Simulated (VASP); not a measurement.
Input of a VASP 6.6.1 run:

File INCAR:

```
PREC = Accurate
ENCUT = 520
EDIFF = 1E-6
ISMEAR = -1
SIGMA = 0.05
LREAL = False
LASPH = True
NELM = 100
ALGO = Normal
ISIF = 2
LWAVE = False
LCHARG = False
GGA = PS
NBANDS = 26
```

The input KPOINTS:

```
regular mesh
0
Gamma
  6 10 6
```

POSCAR

```
BN
1.0
    4.8800890000      0.0000000000      0.0000000000
    0.0000000000      2.5914640000      0.0000000000
    0.0000000000      0.0000000000      4.2920490000
N B
4 4
Direct
    0.3211300000      0.7500000000      0.1064860000
    0.6788700000      0.2500000000      0.8935140000
    0.1788700000      0.2500000000      0.6064860000
    0.8211300000      0.7500000000      0.3935140000
    0.3404130000      0.2500000000      0.9070960000
    0.1595870000      0.7500000000      0.4070960000
    0.8404130000      0.2500000000      0.5929040000
    0.6595870000      0.7500000000      0.0929040000
```

Potentials or basis: VASP PAW PBE potentials, release 64 (N, B).

The run is started by

```sh
$ cat potpaw_PBE.64/N/POTCAR potpaw_PBE.64/B/POTCAR > POTCAR
$ mpirun -np 1 vasp_std > vasp.out
```

**Question.** What does it give for the band gap on the k mesh?

**Answer.** 5.53 eV (least direct gap 6.13 eV).

**Question.** Estimate the largest force.

**Answer.** 0.063 eV/Å.

**Question.** What does it give for the pressure?

**Answer.** -4.4 GPa.

Stress tensor (GPa, compression positive):
```
-4.43  0.00  0.00
 0.00 -4.64  0.00
 0.00  0.00 -4.07
```

Caveat: the cell stands under tension; the PAW data sets were made with another functional, which shifts forces and pressure a little. A k mesh can miss the band edges.
